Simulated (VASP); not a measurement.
A run of VASP 6.6.1 is set up as follows.

File POSCAR:

```
Ru
1.0
    2.7226196171      0.0000000000      0.0000000000
   -1.3613098085      2.3578577533      0.0000000000
    0.0000000000      0.0000000000      4.2884975680
Ru
2
Direct
    0.3333333333      0.6666666667      0.2500000000
    0.6666666667      0.3333333333      0.7500000000
```

Contents of INCAR.step1:

```
SYSTEM = Ru
PREC = Accurate ; ENCUT = 520
ISMEAR = -1 ; SIGMA = 0.05
LREAL = .FALSE. ; LASPH = .TRUE.
NELM = 60 ; NBANDS = 21
GGA = PE ; ALGO = Normal
EDIFF = 1E-4 ; LWAVE = .TRUE.
LCHARG = .FALSE.
```

Contents of INCAR.step2:

```
SYSTEM = Ru
PREC = Accurate ; ENCUT = 520
EDIFF = 1E-8 ; ISMEAR = -1
SIGMA = 0.05 ; LREAL = .FALSE.
LASPH = .TRUE. ; NELM = 60
ALGO = Normal ; ISIF = 2
LWAVE = .FALSE. ; LCHARG = .FALSE.
METAGGA = R2SCAN ; LMIXTAU = .TRUE.
LEFG = .TRUE. ; NBANDS = 21
ISTART = 1
```

Contents of KPOINTS:

```
regular mesh
0
G
  16 16 9
  0 0 0
```

Potentials or basis: VASP PAW PBE potentials, release 64 (Ru_pv).

Launch:

```bash
$ cat potpaw_PBE.64/Ru_pv/POTCAR > POTCAR
$ cp INCAR.step1 INCAR
$ mpirun -np 1 vasp_std > vasp.out
$ cp INCAR.step2 INCAR
$ mpirun -np 1 vasp_std > vasp.out
```

What does it give for the pressure?

-5.1 GPa.

What does it give for the band gap on the k mesh?

Zero (band 14 reaches 14.08 eV, above the bottom of band 15 at 10.87 eV).

Stress tensor (GPa, compression positive):
```
-4.91  0.00  0.00
 0.00 -4.91  0.00
 0.00  0.00 -5.54
```

Caveat: without QUAD_EFG the Cq values of the log hold for a quadrupole moment of 1 mb, not for the nuclei; the PAW data sets were made with another functional, which shifts forces and pressure a little.
